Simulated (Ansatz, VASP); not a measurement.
**Zn5Se3S2: VASP beside Ansatz**

INCAR

```
  ALGO = Normal
  EDIFF = 1E-6
  ENCUT = 520
  GGA = PE
  ISIF = 2
  ISMEAR = 0
  LASPH = True
  LCHARG = True
  LELF = True
  LREAL = False
  LVHAR = True
  LWAVE = False
  NBANDS = 56
  NELM = 80
  PREC = Accurate
  SIGMA = 0.1
```

The input KPOINTS:

```
k-points
0
Gamma
  6 6 6
```

POSCAR

```
Zn5Se3S2
1.0
   -1.9864219000      1.9864219000     14.0318420000
    1.9864219000     -1.9864219000     14.0318420000
    1.9864219000      1.9864219000    -14.0318420000
Zn Se S
5 3 2
Direct
    0.5935220000      0.5935220000      0.0000000000
    0.1977890000      0.1977890000      0.0000000000
    0.8022110000      0.8022110000      0.0000000000
    0.4064780000      0.4064780000      0.0000000000
    0.0000000000      0.0000000000      0.0000000000
    0.1456930000      0.6456930000      0.5000000000
    0.7500000000      0.2500000000      0.5000000000
    0.3543070000      0.8543070000      0.5000000000
    0.9532590000      0.4532590000      0.5000000000
    0.5467410000      0.0467410000      0.5000000000
```

Input for Ansatz:

```yaml
crystal:
  lattice:
    - [-1.9864219, 1.9864219, 14.031842]
    - [1.9864219, -1.9864219, 14.031842]
    - [1.9864219, 1.9864219, -14.031842]
  atoms:
    - { symbol: Zn, position: [0.593522, 0.593522, 0.0] }
    - { symbol: Zn, position: [0.197789, 0.197789, 0.0] }
    - { symbol: Zn, position: [0.802211, 0.802211, 0.0] }
    - { symbol: Zn, position: [0.406478, 0.406478, 0.0] }
    - { symbol: Zn, position: [0.0, 0.0, 0.0] }
    - { symbol: Se, position: [0.145693, 0.645693, 0.5] }
    - { symbol: Se, position: [0.75, 0.25, 0.5] }
    - { symbol: Se, position: [0.354307, 0.854307, 0.5] }
    - { symbol: S, position: [0.953259, 0.453259, 0.5] }
    - { symbol: S, position: [0.546741, 0.046741, 0.5] }
basis:
  ecutwfc: 420
kpoints:
  mp_grid: { grid: [6, 6, 6] }
hamiltonian:
  xc: pbe
scf:
  occupations: { method: gaussian, width: 0.1 }
  lower_state_search: "off"
output:
  forces: true
  stress: true
  eigenvalues: true
```

Alike in both runs: task single point; functional PBE; k mesh 6 × 6 × 6; occupations gaussian, width 0.1 eV; no spin polarisation.

|  | VASP | Ansatz |
| --- | --- | --- |
| version | VASP 6.6.1 | Ansatz 0.2.0 |
| potentials or method | VASP PAW PBE potentials, release 64 (Zn, Se, S), cutoff 520 eV | scalar-relativistic, plane waves, PAW |
| valence electrons in the cell | 90 | 120 |

Ansatz gave:

```
gap on the k mesh at the Fermi level (eV) : 1.39
least direct gap on the mesh (eV)         : 1.39
pressure (GPa)                            : 0.0
```

Problem. What did VASP give for the same quantities?

Solution. gap on the k mesh at the Fermi level (eV): 1.39; least direct gap on the mesh (eV): 1.39; pressure (GPa): 0.2.

VASP's potentials hold 90 valence electrons a cell and Ansatz's 120, so a difference there can come from the potentials and not from the codes.
